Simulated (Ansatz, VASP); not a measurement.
# InGaAs2: VASP beside Ansatz

File INCAR:

```
ALGO = Normal
EDIFF = 1E-7
ENCUT = 520
GGA = PS
ISIF = 2
ISMEAR = 0
LASPH = True
LCHARG = False
LREAL = False
LWAVE = False
NBANDS = 26
NELM = 100
PREC = Accurate
SIGMA = 0.15
```

File KPOINTS:

```
k-points
0
Gamma
  12 12 8
```

File POSCAR:

```
InGaAs2
1.0
    4.0982511654      0.0000000000      0.0000000000
    0.0000000000      4.0982511654      0.0000000000
    0.0000000000      0.0000000000      5.9621480000
In Ga As
1 1 2
Direct
    0.0000000000      0.0000000000      0.5000000000
    0.5000000000      0.5000000000      0.0000000000
    0.5000000000      0.0000000000      0.7684750000
    0.0000000000      0.5000000000      0.2315250000
```

Input for Ansatz:

```yaml
crystal:
  lattice:
    - [4.0982511654, 0.0, 0.0]
    - [0.0, 4.0982511654, 0.0]
    - [0.0, 0.0, 5.962148]
  atoms:
    - { symbol: In, position: [0.0, 0.0, 0.5] }
    - { symbol: Ga, position: [0.5, 0.5, 0.0] }
    - { symbol: As, position: [0.5, 0.0, 0.768475] }
    - { symbol: As, position: [0.0, 0.5, 0.231525] }
basis:
  ecutwfc: 420
kpoints:
  mp_grid: { grid: [12, 12, 8] }
hamiltonian:
  xc: pbesol
scf:
  occupations: { method: gaussian, width: 0.15 }
output:
  forces: true
  stress: true
  eigenvalues: true
```

Change from the starting cell: strain -0.0300 x Voigt [1, 1, 0, 0, 0, 0], atoms carried along.

Alike in both runs: task single point; functional PBEsol; k mesh 12 × 12 × 8; occupations gaussian, width 0.15 eV; no spin polarisation.

|  | VASP | Ansatz |
| --- | --- | --- |
| version | VASP 6.6.1 | Ansatz 0.2.0 |
| potentials or method | VASP PAW PBE potentials, release 64 (In_d, Ga_d, As), cutoff 520 eV | scalar-relativistic, plane waves, PAW |
| valence electrons in the cell | 36 | 56 |

Ansatz gave:

- gap on the k mesh at the Fermi level (eV): none
- pressure (GPa): 0.8
- traceless stress, the component that is largest in VASP (GPa): -0.62
- rms of the force components (eV/Å): 0.037

**Question.** Which values does VASP return?

**Answer.** gap on the k mesh at the Fermi level (eV): none; pressure (GPa): 0.9; traceless stress, the component that is largest in VASP (GPa): -0.62; rms of the force components (eV/Å): 0.037.

VASP's potentials were made for PBE, not for PBEsol. Atom by atom the forces differ by 0.000 eV/Å (rms over components). A gap of «none» marks a metal or a gap that the smearing closes. The functional is the same, so the differences come from potentials, cutoffs and numerics. VASP's potentials hold 36 valence electrons a cell and Ansatz's 56, so a difference there can come from the potentials and not from the codes.
